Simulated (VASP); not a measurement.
Set up this calculation in VASP 6.6.1, as the native input.

* Task: single point
* Functional: PBE
* Potentials or basis: VASP PAW PBE potentials, release 64 (Na_pv, Tm_3, I), 4f in core
* Cutoff: 500 eV
* k mesh: 4 × 4 × 2
* Occupations: gaussian, width 0.1 eV
* Spin: no spin polarisation
* Dipole correction: no
* Mended: yes
* Further INCAR settings: ALGO = Normal; EDIFF = 1e-06; NBANDS = 31

The structure of NaTmI4 lies in POSCAR:

```
NaTmI4
1.0
    3.7824702500      0.0000000000      0.0000000000
    0.0000000000      3.7824702500      0.0000000000
    0.0000000000      0.0000000000     14.2535256600
Na Tm I
1 1 4
Direct
    0.0000000000      0.0000000000      0.5000000000
    0.0000000000      0.0000000000      0.0000000000
    0.5000000000      0.5000000000      0.3645260000
    0.5000000000      0.5000000000      0.8643389900
    0.5000000000      0.5000000000      0.1356610100
    0.5000000000      0.5000000000      0.6354740000
```

The cell was built from a structure type or drawn by symmetry, and may not be a known phase.

The input as run:

INCAR

```
SYSTEM = NaTmI4
PREC = Accurate
ENCUT = 500
EDIFF = 1E-6
ISMEAR = 0
SIGMA = 0.1
LREAL = .False.
LASPH = .True.
NELM = 200
ALGO = Normal
ISIF = 2
LWAVE = .False.
LCHARG = .True.
GGA = PE
LELF = .True.
LVHAR = .True.
NBANDS = 31
GGA_COMPAT = .False.
LMAXMIX = 6
```

KPOINTS

```
Automatic mesh
0
Gamma
  4 4 2
  0 0 0
```

Potentials or basis: VASP PAW PBE potentials, release 64 (Na_pv, Tm_3, I), 4f in core.

Run with:

```console
$ cat potpaw_PBE.64/Na_pv/POTCAR potpaw_PBE.64/Tm_3/POTCAR potpaw_PBE.64/I/POTCAR > POTCAR
$ mpirun -np 1 vasp_std > vasp.out
```

It gave:

```
Pressure               : 1.8 GPa
Largest force          : 1.409 eV/Å
Band gap on the k mesh : zero (bands 22 and 23 overlap by 0.24 eV)
```

Caveat: the k points lie up to 0.42 Å⁻¹ apart; spin-orbit coupling is left out, which moves the levels of the heavy elements; the 4f electrons are frozen in the core, so they carry no moment and show no levels; the run has no spin polarisation, though such a crystal can be magnetic; forces of over 1 eV/Å act on the atoms, so gaps and moduli don't describe the material at rest.

It took 62 s on 1 thread of Intel(R) Xeon(R) 6975P-C (Granite Rapids), with other jobs on the host, peak memory 0.31 GiB.
